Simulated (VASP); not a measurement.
**Si: single point with LDA**

Crystal: Si.

```xyz
2
Lattice="0.0000 2.7017 2.7017 2.7017 0.0000 2.7017 2.7017 2.7017 0.0000" Properties=species:S:1:pos:R:3 pbc="T T T"
Si    2.7017    2.7017    2.7017
Si    4.0525    4.0525    4.0525
```

- Program: VASP 6.6.1
- Task: single point
- Functional: LDA
- Potentials or basis: VASP PAW LDA potentials, release 64 (Si)
- Cutoff: 520 eV
- k mesh: 5 × 5 × 5
- Occupations: fermi-dirac, width 0.05 eV
- Spin: no spin polarisation
- Dipole correction: no
- Further INCAR settings: ALGO = Normal; EDIFF = 1e-07; NBANDS = 11

```json
{
  "Pressure": "0.2 GPa",
  "Band gap on the k mesh": "0.44 eV, indirect (least direct gap 2.52 eV)"
}
```

Levels at points of the mesh, in eV from the valence-band top:
```csv
k point,band 1,band 2,band 3,band 4,band 5,band 6,band 7,band 8,band 9
"(0.00, 0.00, 0.00)",-12.07,0.00,0.00,0.00,2.52,2.52,2.52,3.38,7.73
```

It took 2.3 s on 1 thread of Intel(R) Xeon(R) 6975P-C (Granite Rapids) (shared host), peak memory 0.12 GiB.

A k mesh can miss the band edges. LDA gaps usually lie below the measured ones, often by a third to a half.
